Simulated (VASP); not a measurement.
A run of VASP 6.6.1:

INCAR

```
ALGO = Normal
EDIFF = 1E-6
ENCUT = 520
GGA = PE
GGA_COMPAT = F
ISIF = 2
ISMEAR = -1
LASPH = T
LCHARG = F
LMAXMIX = 6
LREAL = F
LWAVE = F
NBANDS = 14
NELM = 200
PREC = Accurate
SIGMA = 0.1
```

File KPOINTS:

```
k-points
0
Gamma
  1 1 1
```

Contents of POSCAR:

```
Sm
1.0
   11.0000000000      0.0000000000      0.0000000000
    0.0000000000     11.0000000000      0.0000000000
    0.0000000000      0.0000000000     11.0000000000
Sm
1
Direct
    0.5100000000      0.5200000000      0.4900000000
```

Potentials or basis: VASP PAW PBE potentials, release 64 (Sm).

Command:

```console
$ cat potpaw_PBE.64/Sm/POTCAR > POTCAR
$ mpirun -np 1 vasp_gam > vasp.out
```

Hardware: 1 thread of Intel Xeon 8259CL, on a shared host.

How long does it take, and how much memory?

It took 16 min on 1 thread of Intel Xeon 8259CL, with other jobs on the host, peak memory 0.99 GiB. Counts: scf iterations 118, k points 1.
